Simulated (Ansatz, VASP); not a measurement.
One calculation of Sr2O, two programs

```
Sr O
1.0
     4.68366    0.00000    0.00000
    -2.34183    4.05617    0.00000
     0.00000    0.00000    4.47068
Sr O
2 1
Direct
  0.33333 0.66667 0.00000
  0.66667 0.33333 0.00000
  0.00000 0.00000 0.00000
```

Alike in both runs: task relaxation of cell and atoms; functional PBE; k mesh 6 × 6 × 4; occupations gaussian, width 0.1 eV; no spin polarisation.

```csv
,VASP,Ansatz
version,VASP 6.6.1,Ansatz 0.2.0
potentials or method,"VASP PAW PBE potentials, release 64 (Sr_sv, O), cutoff 600 eV","scalar-relativistic, plane waves, PAW"
valence electrons in the cell,26,26
```

Ansatz gave:

```
gap on the k mesh at the Fermi level, each at its own relaxed structure (eV) : none
relaxed volume (Å³/atom)                                                     : 28.06
relaxed cell length with the largest relative difference (Å)                 : 4.915
```

Task: What did VASP give for the same quantities?

Result: gap on the k mesh at the Fermi level, each at its own relaxed structure (eV): none; relaxed volume (Å³/atom): 28.42; relaxed cell length with the largest relative difference (Å): 4.943.

A gap of «none» marks a metal or a gap that the smearing closes.
